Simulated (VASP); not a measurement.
# TiAl (P4/mmm) in VASP: further runs

Runs on TiAl. Level: PBEsol. Tasks: single point.

Everything below comes from runs of VASP 6.6.1. Logs are shortened: lines on timing, memory, paths and dates and some standing lists are left out, and cuts for length are marked.

## (1) The cell of the first run

Symmetry: P4/mmm, No. 123, tetragonal system. The conventional cell has a = 2.795 Å, b = 2.795 Å, c = 3.859 Å, α = 90.00°, β = 90.00°, γ = 90.00°. Ti (site symmetry 4/mmm) has 8 Al at 2.76 Å and 4 Ti at 2.79 Å within 3.6 Å. Within 3.6 Å of Al (site symmetry 4/mmm) lie 8 Ti at 2.76 Å and 4 Al at 2.79 Å.

## (2) Single point, PBEsol (strain along c alone, the other axes held: -4.5 %)

File INCAR:

```
SYSTEM = TiAl
PREC     = Accurate       ! precision mode
ENCUT    = 520            ! plane-wave cutoff, eV
EDIFF    = 1E-6           ! SCF threshold, eV
ISMEAR   = 0              ! smearing method
SIGMA    = 0.1            ! smearing width, eV
LREAL    = .FALSE.        ! projectors in reciprocal space
LASPH    = .TRUE.         ! aspherical terms in the spheres
NELM     = 60             ! most SCF steps
ALGO     = Normal         ! electronic algorithm
ISIF     = 2              ! what is computed and relaxed
LWAVE    = .FALSE.        ! write WAVECAR
LCHARG   = .FALSE.        ! write CHGCAR
GGA      = PS             ! functional
NBANDS   = 14             ! bands
```

File KPOINTS:

```
Automatic mesh
0
G
  16 16 10
  0 0 0
```

File POSCAR:

```
TiAl
1.0
    2.7946360629      0.0000000000      0.0000000000
    0.0000000000      2.7946360629      0.0000000000
    0.0000000000      0.0000000000      3.8592859917
Ti Al
1 1
Direct
    0.5000000000      0.5000000000      0.5000000000
    0.0000000000      0.0000000000      0.0000000000
```

Potentials or basis: VASP PAW PBE potentials, release 64 (Ti_sv, Al).

The run is started by

```
> cat potpaw_PBE.64/Ti_sv/POTCAR potpaw_PBE.64/Al/POTCAR > POTCAR
> mpirun -np 1 vasp_std > vasp.out
```

OUTCAR:

```text
SYSTEM = TiAl
   PREC = Accurate
   ENCUT = 520
   EDIFF = 1E-6
   ISMEAR = 0
   LREAL = .FALSE.
   LASPH = .TRUE.
   NELM = 60
   ISIF = 2
   GGA = PS

 ion  position               nearest neighbor table
   1  0.500  0.500  0.500-   2 2.76   2 2.76   2 2.76   2 2.76   2 2.76   2 2.76   2 2.76   2 2.76

   2  0.000  0.000  0.000-   1 2.76   1 2.76   1 2.76   1 2.76   1 2.76   1 2.76   1 2.76   1 2.76

  LATTYP: Found a simple tetragonal cell.
 ALAT       =     2.7946360629
 C/A-ratio  =     1.3809619231

  Lattice vectors:

 A1 = (   2.7946360629,   0.0000000000,   0.0000000000)
 A2 = (   0.0000000000,   2.7946360629,   0.0000000000)
 A3 = (   0.0000000000,   0.0000000000,   3.8592859917)

Analysis of symmetry for initial positions (statically):
=====================================================================
 Subroutine PRICEL returns:
 Original cell was already a primitive cell.

 Routine SETGRP: Setting up the symmetry group for a
 simple tetragonal supercell.

 Subroutine GETGRP returns: Found 16 space group operations
 (whereof 16 operations were pure point group operations)
 out of a pool of 16 trial point group operations.

The static configuration has the point symmetry D_4h.

Analysis of symmetry for dynamics (positions and initial velocities):
=====================================================================
 Subroutine PRICEL returns:
 Original cell was already a primitive cell.

 Routine SETGRP: Setting up the symmetry group for a
 simple tetragonal supercell.

 Subroutine GETGRP returns: Found 16 space group operations
 (whereof 16 operations were pure point group operations)
 out of a pool of 16 trial point group operations.

The dynamic configuration has the point symmetry D_4h.

 Subroutine INISYM returns: Found 16 space group operations
 (whereof 16 operations are pure point group operations),
 and found     1 'primitive' translations

----------------------------------------------------------------------------------------

                                     Primitive cell

  volume of cell :      30.1410

  direct lattice vectors                    reciprocal lattice vectors
     2.794636063  0.000000000  0.000000000     0.357828346  0.000000000  0.000000000
     0.000000000  2.794636063  0.000000000     0.000000000  0.357828346  0.000000000
     0.000000000  0.000000000  3.859285992     0.000000000  0.000000000  0.259115288

  length of vectors
     2.794636063  2.794636063  3.859285992     0.357828346  0.357828346  0.259115288

  position of ions in fractional coordinates (direct lattice)
     0.500000000  0.500000000  0.500000000
     0.000000000  0.000000000  0.000000000

  ion indices of the primitive-cell ions
   primitive index   ion index
                 1           1
                 2           2

----------------------------------------------------------------------------------------

 KPOINTS: Automatic mesh

Automatic generation of k-mesh.
 Grid dimensions read from file:
 generate k-points for:   16   16   10

 Generating k-lattice:

  Cartesian coordinates                     Fractional coordinates (reciprocal lattice)
     0.022364272  0.000000000  0.000000000     0.062500000  0.000000000  0.000000000
     0.000000000  0.022364272  0.000000000     0.000000000  0.062500000  0.000000000
     0.000000000  0.000000000  0.025911529     0.000000000  0.000000000  0.100000000

  Length of vectors
     0.022364272  0.022364272  0.025911529

  Shift w.r.t. Gamma in fractional coordinates (k-lattice)
     0.000000000  0.000000000  0.000000000

 Subroutine IBZKPT returns following result:
 ===========================================

 Found    270 irreducible k-points:

 Following reciprocal coordinates:
            Coordinates               Weight
  0.000000  0.000000  0.000000      1.000000
  0.062500  0.000000  0.000000      4.000000
  0.125000  0.000000  0.000000      4.000000
  0.187500  0.000000  0.000000      4.000000
  0.250000  0.000000  0.000000      4.000000
  0.312500  0.000000  0.000000      4.000000
[... 16 lines left out ...]
[... 43 lines left out ...]

 E-fermi :   9.0175     XC(G=0): -11.4629

 val. band max:        9.0078854136   @ k =   0.1875   0.1875   0.5000
 cond. band min:       9.0211700895   @ k =   0.0625   0.0625   0.0000
 fundamental gap:      0.0132846759
 Fermi energy:         9.0175002263

 k-point     1 :       0.0000    0.0000    0.0000
  band No.  band energies     occupation
      1     -47.2196      2.00000
      2     -23.7235      2.00000
      3     -23.2635      2.00000
      4     -23.2635      2.00000
      5      -0.3148      2.00000
      6       7.0817      2.00000
      7       8.0656      2.00000
      8       9.2412      0.00156
      9      11.2757      0.00000
     10      11.2757      0.00000
     11      12.4518      0.00000
     12      16.2557      0.00000
     13      17.4378      0.00000
     14      17.4378      0.00000

 k-point     2 :       0.0625    0.0000    0.0000
  band No.  band energies     occupation
      1     -47.2170      2.00000
      2     -23.7210      2.00000
      3     -23.2848      2.00000
      4     -23.2617      2.00000
      5      -0.2351      2.00000
      6       7.1433      2.00000
      7       8.0940      2.00000
      8       9.1158      0.16452
      9      11.2900      0.00000
     10      11.4184      0.00000
     11      12.3646      0.00000
     12      16.2311      0.00000
     13      16.3940      0.00000
     14      17.5491      0.00000

 k-point     3 :       0.1250    0.0000    0.0000
  band No.  band energies     occupation
      1     -47.2097      2.00000
      2     -23.7138      2.00000
      3     -23.3451      2.00000
      4     -23.2565      2.00000
      5       0.0020      2.00000
      6       7.3152      2.00000
      7       8.1575      2.00000
      8       8.8159      1.99565
      9      11.3308      0.00000
     10      11.7763      0.00000
     11      12.1317      0.00000
     12      14.9725      0.00000
     13      16.2166      0.00000
     14      17.8615      0.00000
[... 324 lines left out ...]
 k-point    23 :       0.4375    0.1250    0.0000
  band No.  band energies     occupation
      1     -47.1448      2.00000
      2     -23.7733      2.00000
      3     -23.6503      2.00000
      4     -23.2938      2.00000
      5       3.5315      2.00000
      6       5.5153      2.00000
      7       7.5610      2.00000
      8       8.9794      1.40962
      9      10.2871      0.00000
     10      10.9135      0.00000
     11      13.4492      0.00000
     12      15.4617      0.00000
     13      15.6632      0.00000
     14      18.0522      0.00000

 k-point    24 :       0.5000    0.1250    0.0000
  band No.  band energies     occupation
      1     -47.1422      2.00000
      2     -23.7932      2.00000
      3     -23.6477      2.00000
      4     -23.2917      2.00000
      5       4.4680      2.00000
      6       4.5280      2.00000
      7       7.5130      2.00000
      8       9.0764      0.40464
      9      10.1788      0.00000
     10      10.9376      0.00000
     11      13.6470      0.00000
     12      15.5387      0.00000
     13      15.7777      0.00000
     14      17.6321      0.00000

 [... further k-points ...]
[... 5 lines left out ...]
  --------------------------------------------------------------------------------------
  -------------------------------------------------------------------------------------
  Total        0.9161099      0.9161099      1.4970958      0.0000000     -0.0000000      0.0000000
  in kB       48.6968305     48.6968305     79.5797702      0.0000000     -0.0000000      0.0000000
  external PRESSURE =      58.9911437 kB  Pullay stress =       0.0000000 kB

 VOLUME and BASIS-vectors are now :
 -----------------------------------------------------------------------------
  energy-cutoff  :      520.00
  volume of cell :       30.14
      direct lattice vectors                 reciprocal lattice vectors
     2.794636063  0.000000000  0.000000000     0.357828346  0.000000000  0.000000000
     0.000000000  2.794636063  0.000000000     0.000000000  0.357828346  0.000000000
     0.000000000  0.000000000  3.859285992     0.000000000  0.000000000  0.259115288

 POSITION                                       TOTAL-FORCE (eV/Angst)
 -----------------------------------------------------------------------------------
      1.39732      1.39732      1.92964         0.000000      0.000000      0.000000
      0.00000      0.00000      0.00000         0.000000      0.000000      0.000000
 -----------------------------------------------------------------------------------
    total drift:                                0.000000      0.000000     -0.000000

  FREE ENERGIE OF THE ION-ELECTRON SYSTEM (eV)
  ---------------------------------------------------
  free  energy   TOTEN  =       -13.2189482907 eV

  energy  without entropy=      -13.2100761639  energy(sigma->0) =      -13.21451223
```

It took 29 s on 1 thread of Intel Xeon 6975P-C (Granite Rapids), shared host; peak memory 0.24 GiB.

Results:

| Item | Value |
| --- | --- |
| Free energy | -13.2189 eV |
| Pressure | 5.9 GPa |

Levels at points of the mesh, in eV from the Fermi level:
```csv
k point,band 5,band 6,band 7,band 8,band 9,band 10,band 11,band 12
"(0.00, 0.00, 0.00)",-9.33,-1.94,-0.95,0.22,2.26,2.26,3.43,7.24
"(0.50, 0.00, 0.00)",-4.80,-4.70,-1.67,-0.27,1.72,2.65,4.70,5.75
"(0.50, 0.50, 0.00)",-3.55,-0.65,-0.58,-0.58,-0.22,-0.22,4.47,5.69
"(0.00, 0.00, 0.50)",-7.57,-5.39,-0.71,0.97,1.77,1.77,3.46,7.87
"(0.50, 0.00, 0.50)",-5.13,-2.94,-1.25,-1.16,1.69,1.79,2.32,4.52
"(0.50, 0.50, 0.50)",-2.80,-2.56,-2.56,2.04,2.40,2.74,4.32,4.32
```

Caveat: the cell differs from its parent crystal (strain along c alone, the other axes held: -4.5 %); the PAW data sets were made with another functional, which shifts forces and pressure a little.

## (3) Single point, PBEsol (strain along c alone, the other axes held: -3.0 %)

File INCAR:

```
SYSTEM = TiAl
  ALGO = Normal
  EDIFF = 1E-6
  ENCUT = 520
  GGA = PS
  ISIF = 2
  ISMEAR = 0
  LASPH = .TRUE.
  LCHARG = .FALSE.
  LREAL = .FALSE.
  LWAVE = .FALSE.
  NBANDS = 14
  NELM = 100
  PREC = Accurate
  SIGMA = 0.1
```

File KPOINTS:

```
k-points
0
G
  16 16 10
  0 0 0
```

Changes to POSCAR since step 2:

```diff
@@ -4,3 +4,3 @@
     0.0000000000      2.7946360629      0.0000000000
-    0.0000000000      0.0000000000      3.8592859917
+    0.0000000000      0.0000000000      3.9199030492
 Ti Al
```

Potentials or basis: VASP PAW PBE potentials, release 64 (Ti_sv, Al).

The run is started by

```
> cat potpaw_PBE.64/Ti_sv/POTCAR potpaw_PBE.64/Al/POTCAR > POTCAR
> mpirun -np 1 vasp_std > vasp.out
```

It took 30 s on 1 thread of Intel Xeon 6975P-C (Granite Rapids), shared host; peak memory 0.24 GiB.

Results (log left out):

```yaml
Free_energy: -13.2386 eV
Pressure: 3.9 GPa
```

Stress tensor (GPa, compression positive):
```
3.16 0.00 0.00
0.00 3.16 0.00
0.00 0.00 5.25
```

Levels at points of the mesh, in eV from the Fermi level:
| k point | band 6 | band 7 | band 8 | band 9 | band 10 | band 11 |
| --- | --- | --- | --- | --- | --- | --- |
| (0.00, 0.00, 0.00) | -1.93 | -0.92 | 0.03 | 2.25 | 2.25 | 3.43 |
| (0.50, 0.00, 0.00) | -4.64 | -1.70 | -0.26 | 1.74 | 2.64 | 4.64 |
| (0.50, 0.50, 0.00) | -0.58 | -0.52 | -0.52 | -0.23 | -0.23 | 4.45 |
| (0.00, 0.00, 0.50) | -5.36 | -0.70 | 0.85 | 1.81 | 1.81 | 3.45 |
| (0.50, 0.00, 0.50) | -2.95 | -1.24 | -1.14 | 1.58 | 1.81 | 2.34 |
| (0.50, 0.50, 0.50) | -2.47 | -2.47 | 2.02 | 2.33 | 2.73 | 4.31 |

Caveat: the cell differs from its parent crystal (strain along c alone, the other axes held: -3.0 %); the PAW data sets were made with another functional, which shifts forces and pressure a little.

## (4) Single point, PBEsol (strain along c alone, the other axes held: -1.5 %)

File INCAR:

```
SYSTEM = TiAl
  PREC = Accurate
  ENCUT = 520
  EDIFF = 1E-6
  ISMEAR = 0
  SIGMA = 0.1
  LREAL = .FALSE.
  LASPH = .TRUE.
  NELM = 80
  ALGO = Normal
  ISIF = 2
  LWAVE = .FALSE.
  LCHARG = .FALSE.
  GGA = PS
  NBANDS = 14
```

File KPOINTS:

```
regular mesh
0
G
  16 16 10
  0 0 0
```

Changes to POSCAR since step 3:

```diff
@@ -4,3 +4,3 @@
     0.0000000000      2.7946360629      0.0000000000
-    0.0000000000      0.0000000000      3.9199030492
+    0.0000000000      0.0000000000      3.9805201067
 Ti Al
```

The run is started by

```
> cat potpaw_PBE.64/Ti_sv/POTCAR potpaw_PBE.64/Al/POTCAR > POTCAR
> mpirun -np 1 vasp_std > vasp.out
```

It took 29 s on 1 thread of Intel Xeon 6975P-C (Granite Rapids), shared host; peak memory 0.24 GiB.

Results (log left out):

```yaml
Free_energy: -13.2503 eV
Pressure: 1.9 GPa
```

Stress tensor (GPa, compression positive):
```
1.58 0.00 0.00
0.00 1.58 0.00
0.00 0.00 2.64
```

Levels at points of the mesh, in eV from the Fermi level:
| k point | band 4 | band 5 | band 6 | band 7 | band 8 | band 9 | band 10 | band 11 | band 12 | band 13 |
| --- | --- | --- | --- | --- | --- | --- | --- | --- | --- | --- |
| (0.00, 0.00, 0.00) | -32.33 | -9.20 | -1.93 | -0.89 | -0.16 | 2.25 | 2.25 | 3.42 | 6.64 | 8.56 |
| (0.50, 0.00, 0.00) | -32.29 | -4.66 | -4.58 | -1.73 | -0.26 | 1.76 | 2.63 | 4.58 | 5.35 | 5.54 |
| (0.50, 0.50, 0.00) | -32.68 | -3.34 | -0.51 | -0.46 | -0.46 | -0.23 | -0.23 | 4.43 | 5.38 | 6.26 |
| (0.00, 0.00, 0.50) | -32.33 | -7.61 | -5.34 | -0.70 | 0.73 | 1.85 | 1.85 | 3.44 | 7.98 | 9.67 |
| (0.50, 0.00, 0.50) | -32.29 | -5.01 | -2.96 | -1.22 | -1.11 | 1.48 | 1.82 | 2.37 | 4.14 | 5.94 |
| (0.50, 0.50, 0.50) | -32.69 | -2.66 | -2.38 | -2.38 | 2.00 | 2.26 | 2.73 | 4.31 | 4.31 | 4.43 |

Caveat: the cell differs from its parent crystal (strain along c alone, the other axes held: -1.5 %); the PAW data sets were made with another functional, which shifts forces and pressure a little.

## (5) Single point, PBEsol

This run uses another cell than the first one, of 15.78 Å³/atom, 1.047 times its volume.

File INCAR:

```
SYSTEM = TiAl
PREC = Accurate
ENCUT = 520
EDIFF = 1E-7
ISMEAR = 0
SIGMA = 0.1
LREAL = .False.
LASPH = .True.
NELM = 60
ALGO = Fast
ISIF = 2
LWAVE = .False.
LCHARG = .False.
GGA = PS
NBANDS = 14
```

File KPOINTS:

```
regular mesh
0
Gamma
  16 16 10
  0 0 0
```

Changes to POSCAR since step 4:

```diff
@@ -4,3 +4,3 @@
     0.0000000000      2.7946360629      0.0000000000
-    0.0000000000      0.0000000000      3.9805201067
+    0.0000000000      0.0000000000      4.0411371641
 Ti Al
```

The run is started by

```
> cat potpaw_PBE.64/Ti_sv/POTCAR potpaw_PBE.64/Al/POTCAR > POTCAR
> mpirun -np 1 vasp_std > vasp.out
```

Run time: 1.7 min. Hardware: 1 thread of Intel Xeon 6975P-C (Granite Rapids), shared host; peak memory 0.24 GiB.

Results (log left out):

```
Free energy : -13.2540 eV
Pressure    : 0.0 GPa
```

Stress tensor (GPa, compression positive):
```
 0.08  0.00  0.00
 0.00  0.08  0.00
 0.00  0.00 -0.16
```

Levels at points of the mesh, in eV from the Fermi level:
```
           k point  band 4  band 5  band 6  band 7  band 8  band 9  band 10  band 11  band 12  band 13
(0.00, 0.00, 0.00)  -32.36   -9.14   -1.94   -0.87   -0.34    2.24     2.24     3.41     6.35     8.62
(0.50, 0.00, 0.00)  -32.31   -4.60   -4.53   -1.76   -0.26    1.78     2.62     5.25     5.16     5.41
(0.50, 0.50, 0.00)  -32.70   -3.25   -0.44   -0.41   -0.41   -0.24    -0.24     4.41     5.22     6.14
(0.00, 0.00, 0.50)  -32.36   -7.63   -5.33   -0.69    0.62    1.88     1.88     3.43     8.02     9.44
(0.50, 0.00, 0.50)  -32.31   -4.96   -2.96   -1.21   -1.10    1.39     1.83     2.39     3.96     5.90
(0.50, 0.50, 0.50)  -32.71   -2.61   -2.30   -2.30    1.97    2.19     2.72     4.30     4.30     5.17
```

Caveat: the PAW data sets were made with another functional, which shifts forces and pressure a little.

## (6) Single point, PBEsol (strain along c alone, the other axes held: +1.5 %)

File INCAR:

```
PREC = Accurate ; ENCUT = 520
EDIFF = 1E-6 ; ISMEAR = 0
SIGMA = 0.1 ; LREAL = F
LASPH = T ; NELM = 100
ALGO = Normal ; ISIF = 2
LWAVE = F ; LCHARG = F
GGA = PS ; NBANDS = 14
```

File KPOINTS:

```
regular mesh
0
Gamma
  16 16 10
```

Changes to POSCAR since step 5:

```diff
@@ -4,3 +4,3 @@
     0.0000000000      2.7946360629      0.0000000000
-    0.0000000000      0.0000000000      4.0411371641
+    0.0000000000      0.0000000000      4.1017542216
 Ti Al
```

Potentials or basis: VASP PAW PBE potentials, release 64 (Ti_sv, Al).

The run is started by

```
> cat potpaw_PBE.64/Ti_sv/POTCAR potpaw_PBE.64/Al/POTCAR > POTCAR
> mpirun -np 1 vasp_std > vasp.out
```

Wall time 31 s (1 thread of Intel Xeon 6975P-C (Granite Rapids), shared host); peak memory 0.25 GiB.

It converged, with:

| Item | Value |
| --- | --- |
| Free energy | -13.2499 eV |
| Pressure | -1.7 GPa |

Stress tensor (GPa, compression positive):
```
-1.22  0.00  0.00
 0.00 -1.22  0.00
 0.00  0.00 -2.70
```

Levels at points of the mesh, in eV from the Fermi level:
| k point | band 4 | band 5 | band 6 | band 7 | band 8 | band 9 | band 10 | band 11 | band 12 | band 13 |
| --- | --- | --- | --- | --- | --- | --- | --- | --- | --- | --- |
| (0.00, 0.00, 0.00) | -32.38 | -9.09 | -1.95 | -0.85 | -0.51 | 2.24 | 2.24 | 3.40 | 6.07 | 8.67 |
| (0.50, 0.00, 0.00) | -32.34 | -4.54 | -4.48 | -1.78 | -0.26 | 1.79 | 2.61 | 4.45 | 4.99 | 5.28 |
| (0.50, 0.50, 0.00) | -32.73 | -3.17 | -0.38 | -0.36 | -0.36 | -0.24 | -0.24 | 4.39 | 5.07 | 6.04 |
| (0.00, 0.00, 0.50) | -32.38 | -7.65 | -5.31 | -0.69 | 0.52 | 1.91 | 1.91 | 3.41 | 8.06 | 9.21 |
| (0.50, 0.00, 0.50) | -32.34 | -4.91 | -2.97 | -1.20 | -1.08 | 1.31 | 1.84 | 2.40 | 3.78 | 5.86 |
| (0.50, 0.50, 0.50) | -32.74 | -2.55 | -2.22 | -2.22 | 1.95 | 2.13 | 2.71 | 4.30 | 4.30 | 4.39 |

Caveat: the cell differs from its parent crystal (strain along c alone, the other axes held: +1.5 %); the PAW data sets were made with another functional, which shifts forces and pressure a little.

## (7) Overview

| cell | gap on the mesh (eV) | pressure (GPa) |
| --- | --- | --- |
| a = 2.795, b = 2.795, c = 3.859 Å, 2 atoms | none | 5.9 |
| a = 2.795, b = 2.795, c = 3.920 Å, 2 atoms | none | 3.9 |
| a = 2.795, b = 2.795, c = 3.981 Å, 2 atoms | none | 1.9 |
| a = 2.795, b = 2.795, c = 4.041 Å, 2 atoms | none | 0.0 |
| a = 2.795, b = 2.795, c = 4.102 Å, 2 atoms | none | -1.7 |

Alike in all rows: task single point; level PBEsol; potentials or basis VASP PAW PBE potentials, release 64 (Ti_sv, Al); no spin polarisation; k mesh 16 × 16 × 10; cutoff (eV) 520; smearing gaussian 0.1 eV.

Caveats: the PAW data sets were made with another functional, which shifts forces and pressure a little.

Absolute energies hang on the potentials; compare differences alone.
